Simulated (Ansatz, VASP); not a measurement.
# Zr2O: VASP beside Ansatz

```xyz
6
Lattice="0.0000 3.6426 3.6426 3.6426 0.0000 3.6426 3.6426 3.6426 0.0000" Properties=species:S:1:pos:R:3 pbc="T T T"
Zr    4.5533    4.5533    4.5533
Zr    4.5533    2.7320    2.7320
Zr    2.7320    2.7320    4.5533
Zr    2.7320    4.5533    2.7320
O     0.0000    0.0000    0.0000
O     1.8213    1.8213    1.8213
```

Alike in both runs: task single point; functional r2SCAN; k mesh 4 × 4 × 4; occupations gaussian, width 0.1 eV; no spin polarisation.

|  | VASP | Ansatz |
| --- | --- | --- |
| version | VASP 6.6.1 | Ansatz 0.2.0 |
| potentials or method | VASP PAW PBE potentials, release 64 (Zr_sv, O), cutoff 520 eV | scalar-relativistic, plane waves, PAW |
| valence electrons in the cell | 60 | 60 |

Ansatz gave:

| Property | Result |
| --- | --- |
| gap on the k mesh at the Fermi level (eV) | none |
| pressure (GPa) | 13.7 |

Problem. Estimate VASP's values.

Solution. gap on the k mesh at the Fermi level (eV): none; pressure (GPa): 14.2.

VASP's potentials were made for PBE, not for r2SCAN. A gap of «none» marks a metal or a gap that the smearing closes.

The k mesh is coarse, so the values compare programs but aren't converged.
